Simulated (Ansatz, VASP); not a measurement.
**AsIr in VASP and in Ansatz**

INCAR

```
PREC = Accurate
ENCUT = 600
EDIFF = 1E-6
ISMEAR = 0
SIGMA = 0.1
LREAL = False
LASPH = True
NELM = 60
ALGO = Normal
ISIF = 3
LWAVE = False
LCHARG = False
GGA = PE
IBRION = 2
NSW = 100
EDIFFG = -0.01
```

The input KPOINTS:

```
Automatic mesh
0
Gamma
  18 18 18
```

File POSCAR:

```
AsIr
1.0
    3.1461460227      0.0000000000      0.0000000000
    0.0000000000      3.1461460227      0.0000000000
    0.0000000000      0.0000000000      3.1461460227
As Ir
1 1
Direct
    0.0000000000      0.0000000000      0.0000000000
    0.5000000000      0.5000000000      0.5000000000
```

Input for Ansatz:

```yaml
crystal:
  lattice:
    - [3.1461460227, 0.0, 0.0]
    - [0.0, 3.1461460227, 0.0]
    - [0.0, 0.0, 3.1461460227]
  atoms:
    - { symbol: As, position: [0.0, 0.0, 0.0] }
    - { symbol: Ir, position: [0.5, 0.5, 0.5] }
basis:
  ecutwfc: 420
kpoints:
  mp_grid: { grid: [18, 18, 18] }
hamiltonian:
  xc: pbe
scf:
  occupations: { method: gaussian, width: 0.1 }
output:
  forces: true
  stress: true
  eigenvalues: true
relax:
  adjacent_minimum: "off"
  f_tol: 0.01
  max_steps: 80
  cell: { stress_tol: 0.05 }
```

Alike in both runs: task relaxation of cell and atoms; functional PBE; k mesh 18 × 18 × 18; occupations gaussian, width 0.1 eV; no spin polarisation.

|  | VASP | Ansatz |
| --- | --- | --- |
| version | VASP 6.6.1 | Ansatz 0.2.0 |
| potentials or method | VASP PAW PBE potentials, release 64 (As, Ir), cutoff 600 eV | scalar-relativistic, plane waves, PAW |
| valence electrons in the cell | 14 | 32 |

Ansatz gave:

| Item | Value |
| --- | --- |
| gap on the k mesh at the Fermi level, each at its own relaxed structure (eV) | none |
| relaxed volume (Å³/atom) | 15.62 |
| relaxed cell length with the largest relative difference (Å) | 3.149 |

Question: Which values does VASP return?

Answer: gap on the k mesh at the Fermi level, each at its own relaxed structure (eV): none; relaxed volume (Å³/atom): 15.66; relaxed cell length with the largest relative difference (Å): 3.152.

A gap of «none» marks a metal or a gap that the smearing closes. VASP's potentials hold 14 valence electrons a cell and Ansatz's 32, so a difference there can come from the potentials and not from the codes.

Spin-orbit coupling is off throughout.
